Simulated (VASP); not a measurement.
# Bi (R-3m) in VASP: notebook

Bi is run at these levels: r2SCAN, HSE06; tasks: relaxation of cell and atoms, single point.

Program: VASP 6.6.1. These are calculated values, not measurements. Logs are shortened: lines on timing, memory, paths and dates and some standing lists are left out, and cuts for length are marked.

## (1) The cell of the first run

The structure is trigonal, space group R-3m (No. 166). The conventional cell has a = 4.535 Å, b = 4.535 Å, c = 11.814 Å, α = 90.00°, β = 90.00°, γ = 120.00°. Within 4.0 Å of Bi (site symmetry 3m) lie 6 Bi at 3.06 to 3.52 Å.

## (2) Relaxation of cell and atoms, r2SCAN, target pressure 10 GPa, at which the enthalpy is minimised

POSCAR reads:

```
Bi
1.0
    2.2675000000      1.3091417354      3.9380000000
   -2.2675000000      1.3091417354      3.9380000000
    0.0000000000     -2.6182834708      3.9380000000
Bi
2
Direct
    0.7660000000      0.7660000000      0.7660000000
    0.2340000000      0.2340000000      0.2340000000
```

INCAR.step1 reads:

```
PREC = Accurate
ENCUT = 600
ISMEAR = -1
SIGMA = 0.05
LREAL = F
LASPH = T
NELM = 80
GGA = PE
ALGO = Normal
EDIFF = 1E-4
LWAVE = T
LCHARG = F
```

INCAR.step2 reads:

```
PREC = Accurate
ENCUT = 600
EDIFF = 1E-7
ISMEAR = -1
SIGMA = 0.05
LREAL = F
LASPH = T
NELM = 80
ALGO = Normal
ISIF = 3
LWAVE = F
LCHARG = F
METAGGA = R2SCAN
LMIXTAU = T
IBRION = 2
NSW = 60
EDIFFG = -0.01
PSTRESS = 100.0
ISTART = 1
```

KPOINTS reads:

```
regular mesh
0
Gamma
  7 7 7
```

Potentials or basis: VASP PAW PBE potentials, release 64 (Bi_d).

Command:

```console
> cat potpaw_PBE.64/Bi_d/POTCAR > POTCAR
> cp INCAR.step1 INCAR
> mpirun -np 1 vasp_std > vasp.out
> cp INCAR.step2 INCAR
> mpirun -np 1 vasp_std > vasp.out
```

OUTCAR:

```text
PREC = Accurate
   ENCUT = 600
   EDIFF = 1E-7
   ISMEAR = -1
   LREAL = F
   LASPH = T
   NELM = 80
   ISIF = 3
   METAGGA = R2SCAN
   IBRION = 2
   NSW = 60
   EDIFFG = -0.01
   PSTRESS = 100.0
   ISTART = 1

 ion  position               nearest neighbor table
   1  0.766  0.766  0.766-   2 3.06   2 3.06   2 3.06   2 3.52   2 3.52   2 3.52
   2  0.234  0.234  0.234-   1 3.06   1 3.06   1 3.06   1 3.52   1 3.52   1 3.52

  LATTYP: Found a trigonal (rhomboedric) cell.
 ALAT       =     4.7289800521
 COS(alpha) =     0.5401781303

  Lattice vectors:

 A1 = (   2.2675000000,   1.3091417354,   3.9380000000)
 A2 = (  -2.2675000000,   1.3091417354,   3.9380000000)
 A3 = (   0.0000000000,  -2.6182834708,   3.9380000000)

Analysis of symmetry for initial positions (statically):
=====================================================================
 Subroutine PRICEL returns:
 Original cell was already a primitive cell.

 Routine SETGRP: Setting up the symmetry group for a
 trigonal (rhombohedral) supercell.

 Subroutine GETGRP returns: Found 12 space group operations
 (whereof 12 operations were pure point group operations)
 out of a pool of 12 trial point group operations.

The static configuration has the point symmetry D_3d.

Analysis of symmetry for dynamics (positions and initial velocities):
=====================================================================
 Subroutine PRICEL returns:
 Original cell was already a primitive cell.

 Routine SETGRP: Setting up the symmetry group for a
 trigonal (rhombohedral) supercell.

 Subroutine GETGRP returns: Found 12 space group operations
 (whereof 12 operations were pure point group operations)
 out of a pool of 12 trial point group operations.

The dynamic configuration has the point symmetry D_3d.

 Subroutine INISYM returns: Found 12 space group operations
 (whereof 12 operations are pure point group operations),
 and found     1 'primitive' translations

----------------------------------------------------------------------------------------

                                     Primitive cell

  volume of cell :      70.1392

  direct lattice vectors                    reciprocal lattice vectors
     2.267500000  1.309141735  3.938000000     0.220507166  0.127309872  0.084645336
    -2.267500000  1.309141735  3.938000000    -0.220507166  0.127309872  0.084645336
     0.000000000 -2.618283471  3.938000000     0.000000000 -0.254619744  0.084645336

  length of vectors
     4.728980052  4.728980052  4.728980052     0.268320791  0.268320791  0.268320791

  position of ions in fractional coordinates (direct lattice)
     0.766000000  0.766000000  0.766000000
     0.234000000  0.234000000  0.234000000

  ion indices of the primitive-cell ions
   primitive index   ion index
                 1           1
                 2           2

----------------------------------------------------------------------------------------

 KPOINTS: regular mesh

Automatic generation of k-mesh.
 Grid dimensions read from file:
 generate k-points for:    7    7    7

 Generating k-lattice:

  Cartesian coordinates                     Fractional coordinates (reciprocal lattice)
     0.031501024  0.018187125  0.012092191     0.142857143 -0.000000000  0.000000000
    -0.031501024  0.018187125  0.012092191    -0.000000000  0.142857143  0.000000000
     0.000000000 -0.036374249  0.012092191     0.000000000  0.000000000  0.142857143

  Length of vectors
     0.038331542  0.038331542  0.038331542

  Shift w.r.t. Gamma in fractional coordinates (k-lattice)
     0.000000000  0.000000000  0.000000000

 Subroutine IBZKPT returns following result:
 ===========================================

 Found     44 irreducible k-points:

 Following reciprocal coordinates:
            Coordinates               Weight
  0.000000  0.000000  0.000000      1.000000
  0.142857  0.000000  0.000000      6.000000
  0.285714  0.000000  0.000000      6.000000
  0.428571 -0.000000  0.000000      6.000000
  0.142857  0.142857  0.000000      6.000000
  0.285714  0.142857  0.000000     12.000000
[... 16 lines left out ...]
  0.285714  0.285714  0.142857      6.000000
  0.428571  0.285714  0.142857     12.000000
 [... further k-points ...]
   k-points           NKPTS =     44   k-points in BZ     NKDIM =     44   number of bands    NBANDS=     19
   number of dos      NEDOS =    301   number of ions     NIONS =      2
   total plane-waves  NPLWV =  64000
   dimension x,y,z NGX =    40 NGY =   40 NGZ =   40
   dimension x,y,z NGXF=    80 NGYF=   80 NGZF=   80
   ions per type =               2
   NGX,Y,Z   is equivalent  to a cutoff of  14.06, 14.06, 14.06 a.u.
   NGXF,Y,Z  is equivalent  to a cutoff of  28.12, 28.12, 28.12 a.u.
 SYSTEM =  unknown system
   PREC   = accura    normal or accurate (medium, high low for compatibility)
   ISTART =      1    job   : 0-new  1-cont  2-samecut
   ICHARG =      0    charge: 1-file 2-atom 10-const
   ISPIN  =      1    spin polarized calculation?
   LNONCOLLINEAR =      F non collinear calculations
   LSORBIT =      F    spin-orbit coupling
   LASPH  =      T    aspherical Exc in radial PAW
   ENCUT  =  600.0 eV  44.10 Ry    6.64 a.u.   9.44  9.44  9.44*2*pi/ulx,y,z
   NELM   =     80;   NELMIN=  2; NELMDL=  0     # of ELM steps
   EDIFF  = 0.1E-06   stopping-criterion for ELM
   LREAL  =      F    real-space projection
   EDIFFG = -.1E-01   stopping-criterion for IOM
   NSW    =     60    number of steps for IOM
   IBRION =      2    ionic relax: 0-MD 1-quasi-New 2-CG
   NFREE  =      1    steps in history (QN), initial steepest desc. (CG)
   ISIF   =      3    stress and relaxation
   ISYM   =      2    0-nonsym 1-usesym 2-fastsym
   POTIM  = 0.5000    time-step for ionic-motion
   TEBEG  =    0.0;   TEEND  =   0.0 temperature during run
   PSTRESS=  100.0 pullay stress
   NELECT =      30.0000    total number of electrons
   NUPDOWN=      -1.0000    fix difference up-down
   EMIN   =  10.00;   EMAX   =-10.00  energy-range for DOS
   EFERMI =   0.00;   METHOD = LEGACY
   ISMEAR =    -1;   SIGMA  =   0.05  broadening in eV -4-tet -1-fermi 0-gaus
   EFERMI_NEDOS =   21; number of points for ismear=-14 and -15
   IALGO  =     38    algorithm
   IMIX   =      4    mixing-type and parameters
     AMIX     =   0.40;   BMIX     =  1.00
     AMIX_MAG =   1.60;   BMIX_MAG =  1.00
  volume/ion in A,a.u.               =      35.07       236.66
  Fermi-wavevector in a.u.,A,eV,Ry     =   1.233469  2.330919 20.700530  1.521446
  Thomas-Fermi vector in A             =   2.368198
   LORBIT       =      0    0 simple, 1 ext, 2 COOP (PROOUT), +10 PAW based schemes
   METAGGA = R2SCAN    functional components
   LHFCALC =     F    Hartree Fock is set to
   AEXX    =    0.0000 exact exchange contribution
   IVDW    =     0    specifies the selected vdW correction
   LEPSILON=     F    determine dielectric tensor
   LRPA    =     F    only Hartree local field effects (RPA)
 conjugate gradient relaxation of ions
 non-spin polarized calculation
  energy-cutoff  :      600.00
  volume of cell :       70.14
 maximum number of plane-waves:      2360
 NGX is ok and might be reduce to    40
   NGX = 19   NGY = 19   NGZ = 19

--------------------------------------- Ionic step        1  -------------------------------------------

 number of electron      30.0000001 magnetization

 Free energy of the ion-electron system (eV)
  ---------------------------------------------------
  ext. energy  EPLUGINS =         0.00000000
  ---------------------------------------------------
  free energy    TOTEN  =      -117.01025985 eV

  energy without entropy =     -117.00943399  energy(sigma->0) =     -117.00984692

------------------------ aborting loop because EDIFF is reached ----------------------------------------

  FORCE on cell =-STRESS in cart. coord.  units (eV):
  Direction    XX          YY          ZZ          XY          YZ          ZX
  --------------------------------------------------------------------------------------
  -------------------------------------------------------------------------------------
  Total        0.4912302      0.4912302      0.5882327      0.0000000      0.0000000      0.0000000
  in kB       11.2210811     11.2210811     13.4368926      0.0000000      0.0000000      0.0000000
  external PRESSURE =     -88.0403151 kB  Pullay stress =     100.0000000 kB
[... 23 lines left out ...]
  enthalpy is  TOTEN    =      -112.6325160244 eV   P V=        4.3777438229

--------------------------------------- Ionic step        2  -------------------------------------------

 number of electron      30.0000000 magnetization

 E-fermi :  10.4668     XC(G=0): -11.7997

 val. band max:       10.3108080611   @ k =   0.2857   0.1429   0.1429
 cond. band min:      10.6200572043   @ k =   0.4286  -0.0000   0.0000
 fundamental gap:      0.3092491431
 Fermi energy:        10.4668388421

 k-point     1 :       0.0000    0.0000    0.0000
  band No.  band energies     occupation
      1     -14.2659      2.00000
      2     -14.2659      2.00000
      3     -13.8985      2.00000
      4     -13.8985      2.00000
      5     -13.8555      2.00000
      6     -13.3761      2.00000
[... 11 lines left out ...]
     18      13.9704      0.00000
     19      16.4520      0.00000
[... 573 lines left out ...]
  FREE ENERGIE OF THE ION-ELECTRON SYSTEM (eV)
  ---------------------------------------------------
  free  energy   TOTEN  =      -116.7663038995 eV

  energy  without entropy=     -116.7657937336  energy(sigma->0) =     -116.76604882

  enthalpy is  TOTEN    =      -112.8831153135 eV   P V=        3.8831885860

[... ionic steps 4 to 8 ...]

--------------------------------------- Ionic step        9  -------------------------------------------

 number of electron      30.0000000 magnetization

------------------------ aborting loop because EDIFF is reached ----------------------------------------

  FORCE on cell =-STRESS in cart. coord.  units (eV):
  Direction    XX          YY          ZZ          XY          YZ          ZX
  --------------------------------------------------------------------------------------
  -------------------------------------------------------------------------------------
  Total        3.7891978      3.7891978      3.5514025     -0.0000000      0.0000000      0.0000000
  in kB      100.1896536    100.1896536     93.9021405     -0.0000000      0.0000000      0.0000000
  external PRESSURE =      -1.9061841 kB  Pullay stress =     100.0000000 kB
[... 61 lines left out ...]
  enthalpy is  TOTEN    =      -112.9411154864 eV   P V=        3.7776030766

--------------------------------------- Ionic step       11  -------------------------------------------

 number of electron      30.0000001 magnetization

 Free energy of the ion-electron system (eV)
  ---------------------------------------------------
  ext. energy  EPLUGINS =         0.00000000
  ---------------------------------------------------
  free energy    TOTEN  =      -116.71522886 eV

  energy without entropy =     -116.71474707  energy(sigma->0) =     -116.71498796

 E-fermi :   8.1941     XC(G=0): -11.0321

 val. band max:        8.0131243410   @ k =   0.1429   0.1429   0.0000
 cond. band min:       8.3824990570   @ k =   0.4286  -0.0000   0.0000
 fundamental gap:      0.3693747161
 Fermi energy:         8.1940721176

 k-point     1 :       0.0000    0.0000    0.0000
  band No.  band energies     occupation
      1     -15.8258      2.00000
      2     -15.8258      2.00000
      3     -15.5874      2.00000
      4     -15.5874      2.00000
      5     -15.5758      2.00000
      6     -15.2768      2.00000
[... 11 lines left out ...]
     18      11.6809      0.00000
     19      14.0261      0.00000
[... 535 lines left out ...]
  FREE ENERGIE OF THE ION-ELECTRON SYSTEM (eV)
  ---------------------------------------------------
  free  energy   TOTEN  =      -116.7152288562 eV

  energy  without entropy=     -116.7147470733  energy(sigma->0) =     -116.71498796

  enthalpy is  TOTEN    =      -112.9413773239 eV   P V=        3.7738515323

 reached required accuracy - stopping structural energy minimisation
```

Run time: 40 min. Hardware: 1 thread of Intel Xeon Platinum 8175M at 2.50GHz (Skylake/Cascade Lake), shared host; peak memory 0.3 GiB.

What came out:

```
Free energy                                                : -116.7152 eV
Relaxed volume                                             : 30.23 Å³/atom
Relaxed cell                                               : a = 4.432 Å, b = 4.432 Å, c = 4.432 Å, α = 59.21°, β = 59.21°, γ = 59.21°
Space group after relaxing (to 0.1 Å)                      : R-3m (No. 166)
Energy change on relaxing (the run minimises the enthalpy) : +147.5 meV/atom
Ionic steps                                                : 11
Pressure after relaxing                                    : 10.0 GPa
Largest force after relaxing                               : 0.007 eV/Å
```

Forces on the atoms (eV/Å):
```
Bi   0.000  0.000 -0.007
Bi   0.000  0.000  0.007
```

Step by step:
```csv
step,energy change (eV),largest force (eV/Å),pressure (GPa),volume (Å³)
1,0.0000,0.0290,1.20,70.14
2,1.4108,1.9563,31.37,52.34
3,0.2440,0.6774,9.55,62.22
4,0.2599,0.7034,9.93,61.95
5,0.2686,0.3955,10.03,61.24
6,0.3306,0.0388,10.74,59.94
7,0.3205,0.0028,10.62,60.10
8,0.2512,0.0717,8.83,61.22
9,0.2882,0.0315,9.81,60.59
10,0.2915,0.0103,9.92,60.52
11,0.2950,0.0071,10.01,60.46
```

Final structure:
```yaml
crystal:
  lattice:
    - [2.18958, 1.26416, 3.64068]
    - [-2.18958, 1.26416, 3.64068]
    - [0.00000, -2.52831, 3.64068]
  atoms:
    - { symbol: Bi, position: [0.75900, 0.75900, 0.75900] }
    - { symbol: Bi, position: [0.24100, 0.24100, 0.24100] }
```

Caveat: the cell is relaxed towards a set pressure, so the run minimises the enthalpy, not the energy; the PAW data sets were made with another functional, which shifts forces and pressure a little; spin-orbit coupling is left out, which moves the levels of the heavy elements.

[end of part 1 of 2]
